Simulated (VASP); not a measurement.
# PtSe (Fm-3m) in VASP: a series of runs

PtSe is run at these levels: PBE, PBEsol; tasks: vibrations by perturbation theory, elastic constants.

Everything below comes from runs of VASP 6.6.1. Logs are shortened: lines on timing, memory, paths and dates and some standing lists are left out, and cuts for length are marked.

### Step 1. The cell of the first run

Symmetry: Fm-3m, No. 225, cubic system. Conventional cell: a = 5.597 Å, b = 5.597 Å, c = 5.597 Å, α = 90.00°, β = 90.00°, γ = 90.00°. Within 3.7 Å of Pt (site symmetry m-3m) lie 6 Se at 2.80 Å. Se (site symmetry m-3m) has 6 Pt at 2.80 Å within 3.7 Å.

### Step 2. Vibrations by perturbation theory, PBE

Input file INCAR:

```
SYSTEM = PtSe
ALGO     = Normal         ! electronic algorithm
EDIFF    = 1E-8           ! SCF threshold, eV
ENCUT    = 520            ! plane-wave cutoff, eV
GGA      = PE             ! functional
IBRION   = 8              ! ionic algorithm
ISIF     = 2              ! what is computed and relaxed
ISMEAR   = -1             ! smearing method
LASPH    = .True.         ! aspherical terms in the spheres
LCHARG   = .False.        ! write CHGCAR
LREAL    = .False.        ! projectors in reciprocal space
LWAVE    = .False.        ! write WAVECAR
NELM     = 80             ! most SCF steps
NSW      = 1              ! ionic steps
PREC     = Accurate       ! precision mode
SIGMA    = 0.05           ! smearing width, eV
```

Input file KPOINTS:

```
k-points
0
Gamma
  8 8 8
  0 0 0
```

Input file POSCAR:

```
PtSe
1.0
    0.0000000000      2.7984111300      2.7984111300
    2.7984111300      0.0000000000      2.7984111300
    2.7984111300      2.7984111300      0.0000000000
Pt Se
1 1
Direct
    0.5000000000      0.5000000000      0.5000000000
    0.0000000000      0.0000000000      0.0000000000
```

Potentials or basis: VASP PAW PBE potentials, release 64 (Pt, Se).

Launch:

```sh
$ cat potpaw_PBE.64/Pt/POTCAR potpaw_PBE.64/Se/POTCAR > POTCAR
$ mpirun -np 1 vasp_std > vasp.out
```

OUTCAR:

```text
SYSTEM = PtSe
   EDIFF = 1E-8
   ENCUT = 520
   GGA = PE
   IBRION = 8
   ISIF = 2
   ISMEAR = -1
   LASPH = .True.
   LREAL = .False.
   NELM = 80
   NSW = 1
   PREC = Accurate

 ion  position               nearest neighbor table
   1  0.500  0.500  0.500-   2 2.80   2 2.80   2 2.80   2 2.80   2 2.80   2 2.80
   2  0.000  0.000  0.000-   1 2.80   1 2.80   1 2.80   1 2.80   1 2.80   1 2.80

  LATTYP: Found a face centered cubic cell.
 ALAT       =     5.5968222600

  Lattice vectors:

 A1 = (   0.0000000000,   2.7984111300,   2.7984111300)
 A2 = (   2.7984111300,   0.0000000000,   2.7984111300)
 A3 = (   2.7984111300,   2.7984111300,   0.0000000000)

Analysis of symmetry for initial positions (statically):
=====================================================================
 Subroutine PRICEL returns:
 Original cell was already a primitive cell.

 Routine SETGRP: Setting up the symmetry group for a
 face centered cubic supercell.

 Subroutine GETGRP returns: Found 48 space group operations
 (whereof 48 operations were pure point group operations)
 out of a pool of 48 trial point group operations.

The static configuration has the point symmetry O_h .

Analysis of symmetry for dynamics (positions and initial velocities):
=====================================================================
 Subroutine PRICEL returns:
 Original cell was already a primitive cell.

 Routine SETGRP: Setting up the symmetry group for a
 face centered cubic supercell.

 Subroutine GETGRP returns: Found 48 space group operations
 (whereof 48 operations were pure point group operations)
 out of a pool of 48 trial point group operations.

The dynamic configuration has the point symmetry O_h .

 Subroutine INISYM returns: Found 48 space group operations
 (whereof 48 operations are pure point group operations),
 and found     1 'primitive' translations

----------------------------------------------------------------------------------------

                                     Primitive cell

  volume of cell :      43.8293

  direct lattice vectors                    reciprocal lattice vectors
     0.000000000  2.798411130  2.798411130    -0.178672817  0.178672817  0.178672817
     2.798411130  0.000000000  2.798411130     0.178672817 -0.178672817  0.178672817
     2.798411130  2.798411130  0.000000000     0.178672817  0.178672817 -0.178672817

  length of vectors
     3.957550973  3.957550973  3.957550973     0.309470397  0.309470397  0.309470397

  position of ions in fractional coordinates (direct lattice)
     0.500000000  0.500000000  0.500000000
     0.000000000  0.000000000  0.000000000

  ion indices of the primitive-cell ions
   primitive index   ion index
                 1           1
                 2           2

----------------------------------------------------------------------------------------

 KPOINTS: k-points

Automatic generation of k-mesh.
 Grid dimensions read from file:
 generate k-points for:    8    8    8

 Generating k-lattice:

  Cartesian coordinates                     Fractional coordinates (reciprocal lattice)
    -0.022334102  0.022334102  0.022334102     0.125000000  0.000000000  0.000000000
     0.022334102 -0.022334102  0.022334102     0.000000000  0.125000000  0.000000000
     0.022334102  0.022334102 -0.022334102     0.000000000  0.000000000  0.125000000

  Length of vectors
     0.038683800  0.038683800  0.038683800

  Shift w.r.t. Gamma in fractional coordinates (k-lattice)
     0.000000000  0.000000000  0.000000000

 Subroutine IBZKPT returns following result:
 ===========================================

 Found     29 irreducible k-points:

 Following reciprocal coordinates:
            Coordinates               Weight
  0.000000  0.000000  0.000000      1.000000
  0.125000  0.000000  0.000000      8.000000
  0.250000  0.000000  0.000000      8.000000
  0.375000  0.000000  0.000000      8.000000
  0.500000  0.000000  0.000000      4.000000
  0.125000  0.125000  0.000000      6.000000
[... 16 lines left out ...]
  0.500000  0.250000  0.125000     48.000000
[... 25 lines left out ...]
   NFREE  =      0    steps in history (QN), initial steepest desc. (CG)
   ISIF   =      2    stress and relaxation
   ISYM   =      2    0-nonsym 1-usesym 2-fastsym
   POTIM  = 0.5000    time-step for ionic-motion
   TEBEG  =    0.0;   TEEND  =   0.0 temperature during run
   PSTRESS=    0.0 pullay stress
   NELECT =      16.0000    total number of electrons
   NUPDOWN=      -1.0000    fix difference up-down
   EMIN   =  10.00;   EMAX   =-10.00  energy-range for DOS
   EFERMI =   0.00;   METHOD = LEGACY
   ISMEAR =    -1;   SIGMA  =   0.05  broadening in eV -4-tet -1-fermi 0-gaus
   EFERMI_NEDOS =   21; number of points for ismear=-14 and -15
   IALGO  =     38    algorithm
   IMIX   =      4    mixing-type and parameters
     AMIX     =   0.40;   BMIX     =  1.00
     AMIX_MAG =   1.60;   BMIX_MAG =  1.00
  volume/ion in A,a.u.               =      21.91       147.89
  Fermi-wavevector in a.u.,A,eV,Ry     =   1.170020  2.211017 18.625654  1.368947
  Thomas-Fermi vector in A             =   2.306485
   LORBIT       =      0    0 simple, 1 ext, 2 COOP (PROOUT), +10 PAW based schemes
   GGA     = PE    functional components
   LHFCALC =     F    Hartree Fock is set to
   AEXX    =    0.0000 exact exchange contribution
   IVDW    =     0    specifies the selected vdW correction
   LEPSILON=     F    determine dielectric tensor
   LRPA    =     F    only Hartree local field effects (RPA)
 non-spin polarized calculation
  energy-cutoff  :      520.00
  volume of cell :       43.83
 maximum number of plane-waves:      1243
 NGX is ok and might be reduce to    30
   NGX = 15   NGY = 15   NGZ = 15

--------------------------------------- Ionic step        1  -------------------------------------------

 number of electron      16.0000000 magnetization

 Free energy of the ion-electron system (eV)
  ---------------------------------------------------
  ext. energy  EPLUGINS =         0.00000000
  ---------------------------------------------------
  free energy    TOTEN  =        -9.28172252 eV

  energy without entropy =       -9.27139241  energy(sigma->0) =       -9.27655747

 E-fermi :   5.2193     XC(G=0): -10.6088

 val. band max:        5.2177142133   @ k =  -0.3750   0.3750   0.0000
 cond. band min:       5.2664715150   @ k =   0.5000   0.3750   0.1250
 fundamental gap:      0.0487573017
 Fermi energy:         5.2193102129

 k-point     1 :       0.0000    0.0000    0.0000
  band No.  band energies     occupation
      1      -8.7559      2.00000
      2       2.8483      2.00000
      3       2.8483      2.00000
      4       2.8969      2.00000
      5       2.8969      2.00000
      6       2.8969      2.00000
      7       4.0309      2.00000
      8       4.0309      2.00000
      9       4.0309      2.00000
     10       5.6948      0.00015
     11      15.4447      0.00000
     12      16.0395      0.00000
[... 331 lines left out ...]
 k-point    24 :      -0.3750    0.2500    0.1250
  band No.  band energies     occupation
      1      -7.7117      2.00000
      2      -0.3879      2.00000
      3       1.0020      2.00000
      4       1.0862      2.00000
      5       3.4842      2.00000
      6       3.5676      2.00000
      7       3.8388      2.00000
      8       5.4512      0.01916
      9       5.9639      0.00000
     10       9.6746      0.00000
     11      10.5568      0.00000
     12      13.2215      0.00000

 [... further k-points ...]

------------------------ aborting loop because EDIFF is reached ----------------------------------------

  FORCE on cell =-STRESS in cart. coord.  units (eV):
  Direction    XX          YY          ZZ          XY          YZ          ZX
  --------------------------------------------------------------------------------------
  -------------------------------------------------------------------------------------
  Total       -3.9858481     -3.9858481     -3.9858481      0.0000000      0.0000000     -0.0000000
  in kB     -145.7024239   -145.7024239   -145.7024239      0.0000000      0.0000000     -0.0000000
  external PRESSURE =    -145.7024239 kB  Pullay stress =       0.0000000 kB

 VOLUME and BASIS-vectors are now :
 -----------------------------------------------------------------------------
  energy-cutoff  :      520.00
  volume of cell :       43.83
      direct lattice vectors                 reciprocal lattice vectors
     0.000000000  2.798411130  2.798411130    -0.178672817  0.178672817  0.178672817
     2.798411130  0.000000000  2.798411130     0.178672817 -0.178672817  0.178672817
     2.798411130  2.798411130  0.000000000     0.178672817  0.178672817 -0.178672817

 POSITION                                       TOTAL-FORCE (eV/Angst)
 -----------------------------------------------------------------------------------
      2.79841      2.79841      2.79841         0.000000      0.000000     -0.000000
      0.00000      0.00000      0.00000        -0.000000     -0.000000      0.000000
 -----------------------------------------------------------------------------------
    total drift:                                0.000000     -0.000000      0.000000

  FREE ENERGIE OF THE ION-ELECTRON SYSTEM (eV)
  ---------------------------------------------------
  free  energy   TOTEN  =        -9.2817225229 eV

  energy  without entropy=       -9.2713924138  energy(sigma->0) =       -9.27655747

[... ionic steps 2 to 3 ...]

--------------------------------------- Ionic step        4  -------------------------------------------

------------------------ aborting loop because EDIFF is reached ----------------------------------------

[... ionic steps 5 to 6 ...]

--------------------------------------- Ionic step        7  -------------------------------------------

 Free energy of the ion-electron system (eV)
  ---------------------------------------------------
  ---------------------------------------------------
  free energy    TOTEN  =        -0.07544846 eV

  energy without entropy =       -0.07544847

------------------------ aborting loop because EDIFF is reached ----------------------------------------

 INTERNAL STRAIN TENSOR  FOR ION    2  DIRECTION 1   (eV/Angst):
 -----------------------------------------------------------------------------
    -0.01105  0.00000 -0.00000
    -0.00000  0.01060 -0.00000
     0.00000 -0.00000  0.01060

 INTERNAL STRAIN TENSOR FOR ION    2 for displacements in x,y,z  (eV/Angst):
          X           Y           Z          XY          YZ          ZX
  --------------------------------------------------------------------------------
  x     0.00000     0.00000     0.00000     0.00000     0.00000     0.00000
  y     0.00000     0.00000     0.00000     0.00000     0.00000     0.00000
  z     0.00000     0.00000     0.00000     0.00000     0.00000     0.00000

 SECOND DERIVATIVES (NOT SYMMETRIZED)
 ------------------------------------
               1X          1Y          1Z          2X          2Y          2Z
  1X    -1.449936    0.000000    0.000000    1.449936    0.000000    0.000000
  1Y     0.000000   -1.449936    0.000000    0.000000    1.449936    0.000000
  1Z     0.000000    0.000000   -1.449936    0.000000    0.000000    1.449936
  2X     1.451889    0.000000    0.000000   -1.451889    0.000000    0.000000
  2Y     0.000000    1.451889    0.000000    0.000000   -1.451889    0.000000
  2Z     0.000000    0.000000    1.451889    0.000000    0.000000   -1.451889

 Eigenvectors and eigenvalues of the dynamical matrix
 ----------------------------------------------------

   1 f  =    2.512062 THz    15.783750 2PiTHz   83.793362 cm-1    10.389048 meV
             X         Y         Z           dx          dy          dz
      2.798411  2.798411  2.798411     0.000000    0.536523    0.000000
      0.000000  0.000000  0.000000     0.000000   -0.843886    0.000000
[... 21 lines left out ...]
   6 f/i=    0.000765 THz     0.004809 2PiTHz    0.025531 cm-1     0.003166 meV
             X         Y         Z           dx          dy          dz
      2.798411  2.798411  2.798411     0.000000    0.000000    0.843886
      0.000000  0.000000  0.000000     0.000000    0.000000    0.536523

--------------------------------------------------------------------------------------------------------

 ELASTIC MODULI CONTR FROM IONIC RELAXATION (kBar)
 Direction    XX          YY          ZZ          XY          YZ          ZX
 --------------------------------------------------------------------------------
 XX           0.0000      0.0000      0.0000      0.0000      0.0000      0.0000
 YY           0.0000      0.0000      0.0000      0.0000      0.0000      0.0000
 ZZ           0.0000      0.0000      0.0000      0.0000      0.0000      0.0000
 XY           0.0000      0.0000      0.0000      0.0000      0.0000      0.0000
 YZ           0.0000      0.0000      0.0000      0.0000      0.0000      0.0000
 ZX           0.0000      0.0000      0.0000      0.0000      0.0000      0.0000
 --------------------------------------------------------------------------------
```

Wall time 79 s (1 thread of Intel Xeon Platinum 8559C (Emerald Rapids), shared host); peak memory 0.25 GiB.

Results:

```
Highest phonon frequency at Γ, LO-TO splitting left out : 84 cm⁻¹
```

Phonon frequencies in cm⁻¹ (negative: imaginary):
```
              q point     frequencies
(0.000, 0.000, 0.000)  0 0 0 84 84 84
```

Caveat: the cell wasn't relaxed at this level first, which shifts response properties; spin-orbit coupling is left out, which moves the levels of the heavy elements.

[end of part 1 of 2]
